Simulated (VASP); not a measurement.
# Si4BW (P6/mmm) in VASP: single point with PBE

Aim: the single point of Si4BW with PBE.

Program: VASP 6.6.1. These are calculated values, not measurements. Logs are shortened: lines on timing, memory, paths and dates and some standing lists are left out, and cuts for length are marked.

### Step 1. The cell of the first run

Symmetry: P6/mmm, No. 191, hexagonal system. The conventional cell has a = 4.404 Å, b = 4.404 Å, c = 4.740 Å, α = 90.00°, β = 90.00°, γ = 120.00°. Si (site symmetry 3m) has 5 Si at 2.36 to 2.54 Å and 3 B at 2.80 Å and 3 W at 2.81 Å within 3.1 Å. Within 3.1 Å of B (site symmetry 6/mmm) lie 2 W at 2.37 Å and 12 Si at 2.80 Å. Within 3.1 Å of W (site symmetry 6/mmm) lie 2 B at 2.37 Å and 12 Si at 2.81 Å.

### Step 2. Single point, PBE

Contents of POSCAR:

```
Si4BW
1.0
    4.4044855821      0.0000000000      0.0000000000
   -2.2022427910      3.8143964047      0.0000000000
    0.0000000000      0.0000000000      4.7402819024
Si B W
4 1 1
Direct
    0.3333333333      0.6666666667      0.2506100355
    0.3333333333      0.6666666667      0.7493899645
    0.6666666667      0.3333333333      0.7493899645
    0.6666666667      0.3333333333      0.2506100355
    0.0000000000      0.0000000000      0.5000000000
    0.0000000000      0.0000000000      0.0000000000
```

Contents of INCAR.step1:

```
PREC = Accurate
ENCUT = 520
EDIFF = 1E-6
ISMEAR = 0
SIGMA = 0.1
LREAL = F
LASPH = T
NELM = 60
ALGO = Normal
ISIF = 2
LWAVE = F
LCHARG = T
LMAXMIX = 4
GGA = PE
NBANDS = 26
```

Contents of KPOINTS.step1:

```
regular mesh
0
Gamma
  12 12 8
```

Contents of INCAR.step2:

```
PREC = Accurate
ENCUT = 520
EDIFF = 1E-6
ISMEAR = -5
SIGMA = 0.1
LREAL = F
LASPH = T
NELM = 60
ALGO = Normal
ISIF = 2
LWAVE = F
LCHARG = F
LMAXMIX = 4
GGA = PE
LORBIT = 11
NBANDS = 26
NEDOS = 1001
ICHARG = 11
```

Contents of KPOINTS.step2:

```
regular mesh
0
Gamma
  18 18 12
```

Potentials or basis: VASP PAW PBE potentials, release 64 (Si, B, W_sv).

On the command line:

```bash
> cat potpaw_PBE.64/Si/POTCAR potpaw_PBE.64/B/POTCAR potpaw_PBE.64/W_sv/POTCAR > POTCAR
> cp INCAR.step1 INCAR
> cp KPOINTS.step1 KPOINTS
> mpirun -np 1 vasp_std > vasp.out
> cp INCAR.step2 INCAR
> cp KPOINTS.step2 KPOINTS
> mpirun -np 1 vasp_std > vasp.out
```

OUTCAR:

```text
PREC = Accurate
   ENCUT = 520
   EDIFF = 1E-6
   ISMEAR = -5
   LREAL = F
   LASPH = T
   NELM = 60
   ISIF = 2
   GGA = PE
   LORBIT = 11
   ICHARG = 11

 ion  position               nearest neighbor table
   1  0.333  0.667  0.251-   2 2.36   2 2.38   4 2.54   4 2.54   4 2.54   6 2.81   6 2.81   6 2.81

   2  0.333  0.667  0.749-   1 2.36   1 2.38   3 2.54   3 2.54   3 2.54   6 2.81   6 2.81   6 2.81

   3  0.667  0.333  0.749-   4 2.36   4 2.38   2 2.54   2 2.54   2 2.54   6 2.81   6 2.81   6 2.81

   4  0.667  0.333  0.251-   3 2.36   3 2.38   1 2.54   1 2.54   1 2.54   6 2.81   6 2.81   6 2.81

   5  0.000  0.000  0.500-   6 2.37   6 2.37
   6  0.000  0.000  0.000-   5 2.37   5 2.37   3 2.81   4 2.81   1 2.81   2 2.81   1 2.81   2 2.81
                             3 2.81   4 2.81   3 2.81   4 2.81   1 2.81   2 2.81

  LATTYP: Found a hexagonal cell.
 ALAT       =     4.4044855821
 C/A-ratio  =     1.0762396230

  Lattice vectors:

 A1 = (   4.4044855821,   0.0000000000,   0.0000000000)
 A2 = (  -2.2022427910,   3.8143964047,   0.0000000000)
 A3 = (   0.0000000000,   0.0000000000,   4.7402819024)

Analysis of symmetry for initial positions (statically):
=====================================================================
 Subroutine PRICEL returns:
 Original cell was already a primitive cell.

 Routine SETGRP: Setting up the symmetry group for a
 hexagonal supercell.

 Subroutine GETGRP returns: Found 24 space group operations
 (whereof 24 operations were pure point group operations)
 out of a pool of 24 trial point group operations.

The static configuration has the point symmetry D_6h.

Analysis of symmetry for dynamics (positions and initial velocities):
=====================================================================
 Subroutine PRICEL returns:
 Original cell was already a primitive cell.

 Routine SETGRP: Setting up the symmetry group for a
 hexagonal supercell.

 Subroutine GETGRP returns: Found 24 space group operations
 (whereof 24 operations were pure point group operations)
 out of a pool of 24 trial point group operations.

The dynamic configuration has the point symmetry D_6h.

 Subroutine INISYM returns: Found 24 space group operations
 (whereof 24 operations are pure point group operations),
 and found     1 'primitive' translations

----------------------------------------------------------------------------------------

                                     Primitive cell

  volume of cell :      79.6389

  direct lattice vectors                    reciprocal lattice vectors
     4.404485582  0.000000000  0.000000000     0.227041270  0.131082338  0.000000000
    -2.202242791  3.814396405  0.000000000     0.000000000  0.262164677  0.000000000
     0.000000000  0.000000000  4.740281902     0.000000000  0.000000000  0.210957918

  length of vectors
     4.404485582  4.404485582  4.740281902     0.262164677  0.262164677  0.210957918

  position of ions in fractional coordinates (direct lattice)
     0.333333333  0.666666667  0.250610036
     0.333333333  0.666666667  0.749389964
     0.666666667  0.333333333  0.749389964
     0.666666667  0.333333333  0.250610036
     0.000000000  0.000000000  0.500000000
     0.000000000  0.000000000  0.000000000

  ion indices of the primitive-cell ions
   primitive index   ion index
                 1           1
                 2           2
                 3           3
                 4           4
                 5           5
                 6           6

----------------------------------------------------------------------------------------

 KPOINTS: regular mesh

Automatic generation of k-mesh.
 Grid dimensions read from file:
 generate k-points for:   18   18   12

 Generating k-lattice:

  Cartesian coordinates                     Fractional coordinates (reciprocal lattice)
     0.012613404  0.007282352  0.000000000     0.055555556 -0.000000000  0.000000000
     0.000000000  0.014564704  0.000000000     0.000000000  0.055555556  0.000000000
     0.000000000  0.000000000  0.017579826     0.000000000  0.000000000  0.083333333

  Length of vectors
     0.014564704  0.014564704  0.017579826

  Shift w.r.t. Gamma in fractional coordinates (k-lattice)
     0.000000000  0.000000000  0.000000000

 TETIRR: Found   3954 inequivalent tetrahedra from    23328

 Subroutine IBZKPT returns following result:
 ===========================================

 Found    259 irreducible k-points:

 Following reciprocal coordinates:
            Coordinates               Weight
  0.000000  0.000000  0.000000      1.000000
  0.055556  0.000000  0.000000      6.000000
  0.111111  0.000000  0.000000      6.000000
  0.166667  0.000000  0.000000      6.000000
  0.222222  0.000000  0.000000      6.000000
  0.277778  0.000000  0.000000      6.000000
[... 16 lines left out ...]
  0.333333  0.111111  0.000000     12.000000
  0.388889  0.111111  0.000000     12.000000
 [... further k-points ...]
   k-points           NKPTS =    259   k-points in BZ     NKDIM =    259   number of bands    NBANDS=     26
   number of dos      NEDOS =   1001   number of ions     NIONS =      6
   total plane-waves  NPLWV =  46656
   dimension x,y,z NGX =    36 NGY =   36 NGZ =   36
   dimension x,y,z NGXF=    72 NGYF=   72 NGZF=   72
   ions per type =               4   1   1
   NGX,Y,Z   is equivalent  to a cutoff of  13.59, 13.59, 12.63 a.u.
   NGXF,Y,Z  is equivalent  to a cutoff of  27.18, 27.18, 25.25 a.u.
 SYSTEM =  unknown system
   PREC   = accura    normal or accurate (medium, high low for compatibility)
   ISTART =      0    job   : 0-new  1-cont  2-samecut
   ICHARG =     11    charge: 1-file 2-atom 10-const
   ISPIN  =      1    spin polarized calculation?
   LNONCOLLINEAR =      F non collinear calculations
   LSORBIT =      F    spin-orbit coupling
   LASPH  =      T    aspherical Exc in radial PAW
   ENCUT  =  520.0 eV  38.22 Ry    6.18 a.u.   8.19  8.19  8.81*2*pi/ulx,y,z
   NELM   =     60;   NELMIN=  2; NELMDL=  0     # of ELM steps
   EDIFF  = 0.1E-05   stopping-criterion for ELM
   LREAL  =      F    real-space projection
   EDIFFG = 0.1E-04   stopping-criterion for IOM
   NSW    =      0    number of steps for IOM
   IBRION =     -1    ionic relax: 0-MD 1-quasi-New 2-CG
   NFREE  =      0    steps in history (QN), initial steepest desc. (CG)
   ISIF   =      2    stress and relaxation
   ISYM   =      2    0-nonsym 1-usesym 2-fastsym
   POTIM  = 0.5000    time-step for ionic-motion
   TEBEG  =    0.0;   TEEND  =   0.0 temperature during run
   PSTRESS=    0.0 pullay stress
   NELECT =      33.0000    total number of electrons
   NUPDOWN=      -1.0000    fix difference up-down
   EMIN   =  10.00;   EMAX   =-10.00  energy-range for DOS
   EFERMI =   0.00;   METHOD = LEGACY
   ISMEAR =    -5;   SIGMA  =   0.10  broadening in eV -4-tet -1-fermi 0-gaus
   EFERMI_NEDOS =   21; number of points for ismear=-14 and -15
   IALGO  =     38    algorithm
   IMIX   =      4    mixing-type and parameters
     AMIX     =   0.40;   BMIX     =  1.00
     AMIX_MAG =   1.60;   BMIX_MAG =  1.00
  volume/ion in A,a.u.               =      13.27        89.57
  Fermi-wavevector in a.u.,A,eV,Ry     =   1.220500  2.306410 20.267511  1.489620
  Thomas-Fermi vector in A             =   2.355715
   LORBIT       =     11    0 simple, 1 ext, 2 COOP (PROOUT), +10 PAW based schemes
   GGA     = PE    functional components
   LHFCALC =     F    Hartree Fock is set to
   AEXX    =    0.0000 exact exchange contribution
   IVDW    =     0    specifies the selected vdW correction
   LEPSILON=     F    determine dielectric tensor
   LRPA    =     F    only Hartree local field effects (RPA)
 non-spin polarized calculation
 Fermi weights with tetrahedron method with Bloechl corrections
  energy-cutoff  :      520.00
  volume of cell :       79.64
 maximum number of plane-waves:      2165
 NGX is ok and might be reduce to    36

 number of electron      33.0000001 magnetization

 Free energy of the ion-electron system (eV)
  ---------------------------------------------------
  ext. energy  EPLUGINS =         0.00000000
  ---------------------------------------------------
  free energy    TOTEN  =       -37.96048335 eV

  energy without entropy =      -37.96048335  energy(sigma->0) =      -37.96048335

 E-fermi :  10.3598     XC(G=0): -11.8127

 val. band max:       10.3805702990   @ k =   0.0000   0.0000   0.5000
 cond. band min:      10.3087150052   @ k =   0.2222   0.0000   0.1667
 fundamental gap:     -0.0718552938
 Fermi energy:        10.3598037808

 k-point     1 :       0.0000    0.0000    0.0000
  band No.  band energies     occupation
      1     -63.9786      2.00000
      2     -28.2029      2.00000
      3     -28.1818      2.00000
      4     -28.1818      2.00000
      5      -3.8610      2.00000
      6       2.0053      2.00000
[... 18 lines left out ...]
     25      14.0295      0.00000
     26      16.8465      0.00000

 k-point     2 :       0.0556    0.0000    0.0000
  band No.  band energies     occupation
      1     -63.9786      2.00000
      2     -28.2028      2.00000
      3     -28.1821      2.00000
      4     -28.1819      2.00000
      5      -3.8288      2.00000
      6       2.0305      2.00000
[... 18 lines left out ...]
     25      14.0685      0.00000
     26      16.8646      0.00000

 k-point     3 :       0.1111    0.0000    0.0000
  band No.  band energies     occupation
      1     -63.9786      2.00000
      2     -28.2027      2.00000
      3     -28.1830      2.00000
      4     -28.1821      2.00000
      5      -3.7327      2.00000
      6       2.1030      2.00000
[... 18 lines left out ...]
     25      14.1085      0.00000
     26      16.9527      0.00000

 k-point     4 :       0.1667    0.0000    0.0000
  band No.  band energies     occupation
      1     -63.9786      2.00000
      2     -28.2026      2.00000
      3     -28.1843      2.00000
      4     -28.1824      2.00000
      5      -3.5738      2.00000
      6       2.1763      2.00000
[... 18 lines left out ...]
     25      14.1567      0.00000
     26      17.0538      0.00000

 k-point     5 :       0.2222    0.0000    0.0000
  band No.  band energies     occupation
      1     -63.9786      2.00000
      2     -28.2024      2.00000
      3     -28.1859      2.00000
      4     -28.1828      2.00000
      5      -3.3539      2.00000
      6       1.6254      2.00000
[... 18 lines left out ...]
     25      14.8759      0.00000
     26      17.1932      0.00000

 k-point     6 :       0.2778    0.0000    0.0000
  band No.  band energies     occupation
      1     -63.9786      2.00000
      2     -28.2022      2.00000
      3     -28.1877      2.00000
      4     -28.1832      2.00000
      5      -3.0758      2.00000
      6       0.9853      2.00000
[... 427 lines left out ...]
 k-point    21 :       0.2222    0.1111    0.0000
  band No.  band energies     occupation
      1     -63.9786      2.00000
      2     -28.2021      2.00000
      3     -28.1878      2.00000
      4     -28.1837      2.00000
      5      -2.9844      2.00000
      6       0.9436      2.00000
[... 18 lines left out ...]
     25      15.8210      0.00000
     26      16.7531      0.00000

 k-point    22 :       0.2778    0.1111    0.0000
  band No.  band energies     occupation
      1     -63.9786      2.00000
      2     -28.2019      2.00000
      3     -28.1892      2.00000
      4     -28.1842      2.00000
      5      -2.6551      2.00000
      6       0.3746      2.00000
[... 18 lines left out ...]
     25      16.0094      0.00000
     26      16.1956      0.00000

 k-point    23 :       0.3333    0.1111    0.0000
  band No.  band energies     occupation
      1     -63.9786      2.00000
      2     -28.2018      2.00000
      3     -28.1904      2.00000
      4     -28.1846      2.00000
      5      -2.2812      2.00000
      6      -0.1782      2.00000
[... 18 lines left out ...]
     25      15.5039      0.00000
     26      16.2635      0.00000

 k-point    24 :       0.3889    0.1111    0.0000
  band No.  band energies     occupation
      1     -63.9786      2.00000
      2     -28.2017      2.00000
      3     -28.1911      2.00000
      4     -28.1849      2.00000
      5      -1.8876      2.00000
      6      -0.6821      2.00000
[... 18 lines left out ...]
     25      15.7658      0.00000
     26      16.2411      0.00000

 [... further k-points ...]
[... 5 lines left out ...]
  --------------------------------------------------------------------------------------
  -------------------------------------------------------------------------------------
  Total       -0.0932550     -0.0932550     -0.0989154     -0.0000000     -0.0000000      0.0000000
  in kB       -1.8761071     -1.8761071     -1.9899829     -0.0000000     -0.0000000      0.0000000
  external PRESSURE =      -1.9140657 kB  Pullay stress =       0.0000000 kB

 VOLUME and BASIS-vectors are now :
 -----------------------------------------------------------------------------
  energy-cutoff  :      520.00
  volume of cell :       79.64
      direct lattice vectors                 reciprocal lattice vectors
     4.404485582  0.000000000  0.000000000     0.227041270  0.131082338  0.000000000
    -2.202242791  3.814396405  0.000000000     0.000000000  0.262164677  0.000000000
     0.000000000  0.000000000  4.740281902     0.000000000  0.000000000  0.210957918

 POSITION                                       TOTAL-FORCE (eV/Angst)
 -----------------------------------------------------------------------------------
     -0.00000      2.54293      1.18796        -0.000000     -0.000000      0.066177
     -0.00000      2.54293      3.55232        -0.000000     -0.000000     -0.066177
      2.20224      1.27147      3.55232         0.000000      0.000000     -0.066177
      2.20224      1.27147      1.18796         0.000000      0.000000      0.066177
      0.00000      0.00000      2.37014        -0.000000      0.000000      0.000000
      0.00000      0.00000      0.00000        -0.000000      0.000000      0.000000
 -----------------------------------------------------------------------------------
    total drift:                                0.000000     -0.000000     -0.000000

  FREE ENERGIE OF THE ION-ELECTRON SYSTEM (eV)
  ---------------------------------------------------
  free  energy   TOTEN  =       -37.9604833489 eV

  energy  without entropy=      -37.9604833489  energy(sigma->0) =      -37.96048335

 total charge

# of ion       s       p       d       tot
------------------------------------------
    1        0.775   0.853   0.000   1.628
    2        0.775   0.853   0.000   1.628
    3        0.775   0.853   0.000   1.628
    4        0.775   0.853   0.000   1.628
    5        0.796   0.745   0.000   1.540
    6        2.317   6.261   3.370  11.949
--------------------------------------------------
tot          6.212  10.419   3.370  20.002
```

It took 4.4 min on 1 thread of Intel Xeon 6975P-C (Granite Rapids), shared host; peak memory 0.57 GiB.

What came out:

```
Valence electrons inside the program's atomic spheres : Si 1.63; B 1.54; W 11.95
```

Caveat: spin-orbit coupling is left out, which moves the levels of the heavy elements; tetrahedron occupations give inexact forces and stress in metals.
